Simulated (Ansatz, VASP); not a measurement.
**ZrSi3: VASP beside Ansatz**

```
Zr Si
1.0
     4.99093    0.00000    0.00000
    -2.49546    4.32227    0.00000
     0.00000    0.00000    2.99290
Zr Si
1 3
Direct
  0.00000 0.00000 0.50000
  0.50000 0.00000 0.00000
  0.00000 0.50000 0.00000
  0.50000 0.50000 0.00000
```

Alike in both runs: functional PBE; k mesh 6 × 6 × 6; occupations gaussian, width 0.1 eV; no spin polarisation.

Ansatz relaxed the structure, and its values are those at the end. VASP's run is a single point on that final structure, the one shown.

```csv
,VASP,Ansatz
version,VASP 6.6.1,Ansatz 0.2.0
potentials or method,"VASP PAW PBE potentials, release 64 (Zr_sv, Si), cutoff 520 eV","scalar-relativistic, plane waves, PAW"
valence electrons in the cell,24,24
```

|  | VASP | Ansatz | Ansatz less VASP |
| --- | --- | --- | --- |
| gap on the k mesh at the Fermi level (eV) | none | none | - |
| pressure (GPa) | 0.0 | 0.0 | +0.01 |

A gap of «none» marks a metal or a gap that the smearing closes.
